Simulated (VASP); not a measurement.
# Hf (P6_3/mmc) in VASP: relaxation of cell and atoms with LDA

Aim: the relaxation of cell and atoms of Hf with LDA.

All numbers are computed with VASP 6.6.1; they aren't measurements. Logs are shortened: lines on timing, memory, paths and dates and some standing lists are left out, and cuts for length are marked.

**1. The cell of the first run**

It takes space group P6_3/mmc (No. 194, hexagonal). The conventional cell has a = 3.097 Å, b = 3.097 Å, c = 5.017 Å, α = 90.00°, β = 90.00°, γ = 120.00°. Within 4.1 Å of Hf (site symmetry -6m2) lie 12 Hf at 3.08 to 3.10 Å.

**2. Relaxation of cell and atoms, LDA**

File INCAR:

```
SYSTEM = Hf
PREC = Accurate
ENCUT = 600
EDIFF = 1E-6
ISMEAR = -1
SIGMA = 0.1
LREAL = .False.
LASPH = .True.
NELM = 100
ALGO = Normal
ISIF = 3
LWAVE = .False.
LCHARG = .False.
IBRION = 2
NSW = 60
EDIFFG = -0.005
```

File KPOINTS:

```
Automatic mesh
0
Gamma
  16 16 9
  0 0 0
```

File POSCAR:

```
Hf
1.0
    3.0967921286      0.0000000000      0.0000000000
   -1.5483960643      2.6819006536      0.0000000000
    0.0000000000      0.0000000000      5.0168032483
Hf
2
Direct
    0.3333333333      0.6666666667      0.2500000000
    0.6666666667      0.3333333333      0.7500000000
```

Potentials or basis: VASP PAW LDA potentials, release 64 (Hf_pv).

The run is started by

```sh
cat potpaw_LDA.64/Hf_pv/POTCAR > POTCAR
mpirun -np 1 vasp_std > vasp.out
```

OUTCAR:

```text
SYSTEM = Hf
   PREC = Accurate
   ENCUT = 600
   EDIFF = 1E-6
   ISMEAR = -1
   LREAL = .False.
   LASPH = .True.
   NELM = 100
   ISIF = 3
   IBRION = 2
   NSW = 60
   EDIFFG = -0.005

 ion  position               nearest neighbor table
   1  0.333  0.667  0.250-   2 3.08   2 3.08   2 3.08   2 3.08   2 3.08   2 3.08
   2  0.667  0.333  0.750-   1 3.08   1 3.08   1 3.08   1 3.08   1 3.08   1 3.08

  LATTYP: Found a hexagonal cell.
 ALAT       =     3.0967921286
 C/A-ratio  =     1.6200000000

  Lattice vectors:

 A1 = (   3.0967921286,   0.0000000000,   0.0000000000)
 A2 = (  -1.5483960643,   2.6819006536,   0.0000000000)
 A3 = (   0.0000000000,   0.0000000000,   5.0168032483)

Analysis of symmetry for initial positions (statically):
=====================================================================
 Subroutine PRICEL returns:
 Original cell was already a primitive cell.

 Routine SETGRP: Setting up the symmetry group for a
 hexagonal supercell.

 Subroutine GETGRP returns: Found 24 space group operations
 (whereof 12 operations were pure point group operations)
 out of a pool of 24 trial point group operations.

The static configuration has the point symmetry D_3d.
 The point group associated with its full space group is D_6h.

Analysis of symmetry for dynamics (positions and initial velocities):
=====================================================================
 Subroutine PRICEL returns:
 Original cell was already a primitive cell.

 Routine SETGRP: Setting up the symmetry group for a
 hexagonal supercell.

 Subroutine GETGRP returns: Found 24 space group operations
 (whereof 12 operations were pure point group operations)
 out of a pool of 24 trial point group operations.

The dynamic configuration has the point symmetry D_3d.
 The point group associated with its full space group is D_6h.

 Subroutine INISYM returns: Found 24 space group operations
 (whereof 12 operations are pure point group operations),
 and found     1 'primitive' translations

----------------------------------------------------------------------------------------

                                     Primitive cell

  volume of cell :      41.6660

  direct lattice vectors                    reciprocal lattice vectors
     3.096792129  0.000000000  0.000000000     0.322914796  0.186434945  0.000000000
    -1.548396064  2.681900654  0.000000000     0.000000000  0.372869889  0.000000000
     0.000000000  0.000000000  5.016803248     0.000000000  0.000000000  0.199330121

  length of vectors
     3.096792129  3.096792129  5.016803248     0.372869889  0.372869889  0.199330121

  position of ions in fractional coordinates (direct lattice)
     0.333333333  0.666666667  0.250000000
     0.666666667  0.333333333  0.750000000

  ion indices of the primitive-cell ions
   primitive index   ion index
                 1           1
                 2           2

----------------------------------------------------------------------------------------

 KPOINTS: Automatic mesh

Automatic generation of k-mesh.
 Grid dimensions read from file:
 generate k-points for:   16   16    9

 Generating k-lattice:

  Cartesian coordinates                     Fractional coordinates (reciprocal lattice)
     0.020182175  0.011652184  0.000000000     0.062500000  0.000000000  0.000000000
     0.000000000  0.023304368  0.000000000     0.000000000  0.062500000  0.000000000
     0.000000000  0.000000000  0.022147791     0.000000000  0.000000000  0.111111111

  Length of vectors
     0.023304368  0.023304368  0.022147791

  Shift w.r.t. Gamma in fractional coordinates (k-lattice)
     0.000000000  0.000000000  0.000000000

 Subroutine IBZKPT returns following result:
 ===========================================

 Found    150 irreducible k-points:

 Following reciprocal coordinates:
            Coordinates               Weight
  0.000000  0.000000  0.000000      1.000000
  0.062500  0.000000  0.000000      6.000000
  0.125000  0.000000  0.000000      6.000000
  0.187500 -0.000000  0.000000      6.000000
  0.250000  0.000000  0.000000      6.000000
  0.312500 -0.000000  0.000000      6.000000
[... 16 lines left out ...]
  0.187500  0.187500  0.000000      6.000000
  0.250000  0.187500  0.000000     12.000000
 [... further k-points ...]
   k-points           NKPTS =    150   k-points in BZ     NKDIM =    150   number of bands    NBANDS=     14
   number of dos      NEDOS =    301   number of ions     NIONS =      2
   total plane-waves  NPLWV =  31360
   dimension x,y,z NGX =    28 NGY =   28 NGZ =   40
   dimension x,y,z NGXF=    56 NGYF=   56 NGZF=   80
   ions per type =               2
   NGX,Y,Z   is equivalent  to a cutoff of  15.03, 15.03, 13.26 a.u.
   NGXF,Y,Z  is equivalent  to a cutoff of  30.06, 30.06, 26.51 a.u.
 SYSTEM =  Hf
   PREC   = accura    normal or accurate (medium, high low for compatibility)
   ISTART =      0    job   : 0-new  1-cont  2-samecut
   ICHARG =      2    charge: 1-file 2-atom 10-const
   ISPIN  =      1    spin polarized calculation?
   LNONCOLLINEAR =      F non collinear calculations
   LSORBIT =      F    spin-orbit coupling
   LASPH  =      T    aspherical Exc in radial PAW
   ENCUT  =  600.0 eV  44.10 Ry    6.64 a.u.   6.19  6.19 10.02*2*pi/ulx,y,z
   NELM   =    100;   NELMIN=  2; NELMDL= -5     # of ELM steps
   EDIFF  = 0.1E-05   stopping-criterion for ELM
   LREAL  =      F    real-space projection
   EDIFFG = -.5E-02   stopping-criterion for IOM
   NSW    =     60    number of steps for IOM
   IBRION =      2    ionic relax: 0-MD 1-quasi-New 2-CG
   NFREE  =      1    steps in history (QN), initial steepest desc. (CG)
   ISIF   =      3    stress and relaxation
   ISYM   =      2    0-nonsym 1-usesym 2-fastsym
   POTIM  = 0.5000    time-step for ionic-motion
   TEBEG  =    0.0;   TEEND  =   0.0 temperature during run
   PSTRESS=    0.0 pullay stress
   NELECT =      20.0000    total number of electrons
   NUPDOWN=      -1.0000    fix difference up-down
   EMIN   =  10.00;   EMAX   =-10.00  energy-range for DOS
   EFERMI =   0.00;   METHOD = LEGACY
   ISMEAR =    -1;   SIGMA  =   0.10  broadening in eV -4-tet -1-fermi 0-gaus
   EFERMI_NEDOS =   21; number of points for ismear=-14 and -15
   IALGO  =     38    algorithm
   IMIX   =      4    mixing-type and parameters
     AMIX     =   0.40;   BMIX     =  1.00
     AMIX_MAG =   1.60;   BMIX_MAG =  1.00
  volume/ion in A,a.u.               =      20.83       140.59
  Fermi-wavevector in a.u.,A,eV,Ry     =   1.281812  2.422273 22.354933  1.643041
  Thomas-Fermi vector in A             =   2.414160
   LORBIT       =      0    0 simple, 1 ext, 2 COOP (PROOUT), +10 PAW based schemes
   GGA     = CA    functional components
   LHFCALC =     F    Hartree Fock is set to
   AEXX    =    0.0000 exact exchange contribution
   IVDW    =     0    specifies the selected vdW correction
   LEPSILON=     F    determine dielectric tensor
   LRPA    =     F    only Hartree local field effects (RPA)
 conjugate gradient relaxation of ions
 non-spin polarized calculation
  energy-cutoff  :      600.00
  volume of cell :       41.67
 maximum number of plane-waves:      1408
 NGX is ok and might be reduce to    28
   NGX = 13   NGY = 13   NGZ = 21

--------------------------------------- Ionic step        1  -------------------------------------------

 number of electron      19.9999999 magnetization

 Free energy of the ion-electron system (eV)
  ---------------------------------------------------
  ext. energy  EPLUGINS =         0.00000000
  ---------------------------------------------------
  free energy    TOTEN  =       -21.41302870 eV

  energy without entropy =      -21.35587948  energy(sigma->0) =      -21.38445409

------------------------ aborting loop because EDIFF is reached ----------------------------------------

  FORCE on cell =-STRESS in cart. coord.  units (eV):
  Direction    XX          YY          ZZ          XY          YZ          ZX
  --------------------------------------------------------------------------------------
  -------------------------------------------------------------------------------------
  Total        0.2105906      0.2105906     -0.4443827      0.0000000      0.0000000      0.0000000
  in kB        8.0978142      8.0978142    -17.0877916      0.0000000      0.0000000      0.0000000
  external PRESSURE =      -0.2973877 kB  Pullay stress =       0.0000000 kB
[... 165 lines left out ...]
  energy  without entropy=      -21.3623231074  energy(sigma->0) =      -21.38989616

--------------------------------------- Ionic step        6  -------------------------------------------

 number of electron      19.9999999 magnetization

 Free energy of the ion-electron system (eV)
  ---------------------------------------------------
  ext. energy  EPLUGINS =         0.00000000
  ---------------------------------------------------
  free energy    TOTEN  =       -21.41752594 eV

  energy without entropy =      -21.36245488  energy(sigma->0) =      -21.38999041

 E-fermi :   5.2795     XC(G=0): -11.7964

 val. band max:        5.2724933342   @ k =   0.3125   0.3125   0.4444
 cond. band min:       5.2828919206   @ k =   0.0625   0.0625   0.4444
 fundamental gap:      0.0103985864
 Fermi energy:         5.2795397945

 k-point     1 :       0.0000    0.0000    0.0000
  band No.  band energies     occupation
      1     -25.6007      2.00000
      2     -24.6510      2.00000
      3     -24.6510      2.00000
      4     -24.4907      2.00000
      5     -24.4907      2.00000
      6     -24.4887      2.00000
      7      -2.2485      2.00000
      8       1.3629      2.00000
      9       6.3482      0.00005
     10       6.4288      0.00002
     11       6.4288      0.00002
     12       6.6975      0.00000
     13       7.3126      0.00000
     14       7.3126      0.00000
[... 375 lines left out ...]
 k-point    24 :       0.2500    0.1875    0.0000
  band No.  band energies     occupation
      1     -25.2157      2.00000
      2     -25.2037      2.00000
      3     -25.1294      2.00000
      4     -24.8751      2.00000
      5     -24.7044      2.00000
      6     -24.7026      2.00000
      7       1.4728      2.00000
      8       3.3041      2.00000
      9       3.5005      2.00000
     10       4.0035      1.99999
     11       5.6491      0.04845
     12       6.2786      0.00009
     13       6.6255      0.00000
     14       9.2260      0.00000

 [... further k-points ...]

------------------------ aborting loop because EDIFF is reached ----------------------------------------

  FORCE on cell =-STRESS in cart. coord.  units (eV):
  Direction    XX          YY          ZZ          XY          YZ          ZX
  --------------------------------------------------------------------------------------
  -------------------------------------------------------------------------------------
  Total       -0.0028636     -0.0028636      0.0012708      0.0000000      0.0000000      0.0000000
  in kB       -0.1100567     -0.1100567      0.0488398      0.0000000      0.0000000      0.0000000
  external PRESSURE =      -0.0570912 kB  Pullay stress =       0.0000000 kB
[... 17 lines left out ...]
  FREE ENERGIE OF THE ION-ELECTRON SYSTEM (eV)
  ---------------------------------------------------
  free  energy   TOTEN  =       -21.4175259358 eV

  energy  without entropy=      -21.3624548834  energy(sigma->0) =      -21.38999041

 reached required accuracy - stopping structural energy minimisation
```

It took 3.9 min on 1 thread of AMD EPYC 7R13 (Zen 3), shared host; peak memory 0.21 GiB.

What came out:

* Free energy: -21.4175 eV
* Relaxed volume: 20.84 Å³/atom
* Relaxed cell: a = 3.119 Å, b = 3.119 Å, c = 4.949 Å, α = 90.00°, β = 90.00°, γ = 120.00°
* Space group after relaxing (to 0.1 Å): P6_3/mmc (No. 194)
* Energy gained by relaxing: 2.2 meV/atom
* Ionic steps: 6
* Pressure after relaxing: 0.0 GPa
* Band gap on the k mesh: zero (bands 10 and 11 overlap by 1.38 eV)

Step by step:
```tsv
step	energy change (eV)	largest force (eV/Å)	pressure (GPa)	volume (Å³)
1	0.0000	0.0000	-0.03	41.67
2	-0.0043	0.0000	0.12	41.64
3	-0.0045	0.0000	0.16	41.63
4	-0.0045	0.0000	0.17	41.63
5	-0.0044	0.0000	-0.23	41.77
6	-0.0045	0.0000	-0.01	41.69
```

Final structure:
```yaml
crystal:
  lattice:
    - [3.11863, 0.00000, 0.00000]
    - [-1.55931, 2.70081, 0.00000]
    - [0.00000, 0.00000, 4.94937]
  atoms:
    - { symbol: Hf, position: [0.33333, 0.66667, 0.25000] }
    - { symbol: Hf, position: [0.66667, 0.33333, 0.75000] }
```

Levels at points of the mesh, in eV from the Fermi level:
```
           k point  band 8  band 9  band 10  band 11  band 12  band 13
(0.00, 0.00, 0.00)   -3.92    1.07     1.15     1.15     1.42     2.03
(0.50, 0.00, 0.00)   -3.01   -2.44    -0.53     0.74     0.96     1.79
```

Caveat: spin-orbit coupling is left out, which moves the levels of the heavy elements.
